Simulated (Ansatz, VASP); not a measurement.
# One calculation of NiO, two programs

```xyz
2
Lattice="0.0000 2.0913 2.0913 2.0913 0.0000 2.0913 2.0913 2.0913 0.0000" Properties=species:S:1:pos:R:3 pbc="T T T"
Ni    0.0000    0.0000    0.0000
O     2.0913    2.0913    2.0913
```

Alike in both runs: task single point; functional PBE; k mesh 9 × 9 × 9; occupations fermi-dirac, width 0.05 eV; collinear spin; fixed moment 0 μB.

```csv
,VASP,Ansatz
version,VASP 6.6.1,Ansatz 0.2.0
potentials or method,"VASP PAW PBE potentials, release 64 (Ni, O)",Ansatz PAW
plane-wave cutoff (eV),520,420
valence electrons in the cell,16,24
```

|  | VASP | Ansatz | Ansatz less VASP |
| --- | --- | --- | --- |
| pressure (GPa) | -3.3 | -3.4 | -0.10 |

VASP's potentials hold 16 valence electrons a cell and Ansatz's 24, so a difference there can come from the potentials and not from the codes.
